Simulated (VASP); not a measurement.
Set up this calculation in VASP 6.6.1, as the native input.

- Task: single point
- Functional: PBE
- Potentials or basis: VASP PAW PBE potentials, release 64 (In_d, P)
- Cutoff: 520 eV
- k mesh: 14 × 14 × 14
- Occupations: gaussian, width 0.15 eV
- Spin: no spin polarisation
- Dipole correction: no
- Further INCAR settings: ALGO = Normal; EDIFF = 1e-06; NBANDS = 16

The structure of InP lies in POSCAR:

```
InP
1.0
    0.0000000000      2.7701982124      2.7701982124
    2.8995664689      0.0000000000      2.7701982124
    2.8995664689      2.7701982124      0.0000000000
In P
1 1
Direct
    0.0000000000      0.0000000000      0.0000000000
    0.5000000000      0.5000000000      0.5000000000
```

This cell differs from its parent crystal: the cell strained.

One way to write it, as run:

INCAR

```
PREC = Accurate
ENCUT = 520
EDIFF = 1E-6
ISMEAR = 0
SIGMA = 0.15
LREAL = False
LASPH = True
NELM = 60
ALGO = Normal
ISIF = 2
LWAVE = False
LCHARG = False
GGA = PE
NBANDS = 16
```

KPOINTS

```
regular mesh
0
Gamma
  14 14 14
```

Potentials or basis: VASP PAW PBE potentials, release 64 (In_d, P).

Launch:

```console
$ cat potpaw_PBE.64/In_d/POTCAR potpaw_PBE.64/P/POTCAR > POTCAR
$ mpirun -np 1 vasp_std > vasp.out
```

It gave:

* Pressure: -2.8 GPa
* Band gap on the k mesh: zero (bands 9 and 10 overlap by 2.40 eV)

Caveat: the cell differs from its parent crystal (the cell strained); spin-orbit coupling is left out, which moves the levels of the heavy elements.

It took 82 s on 1 thread of Intel(R) Xeon(R) Platinum 8488C (Sapphire Rapids), with other jobs on the host, peak memory 0.3 GiB.
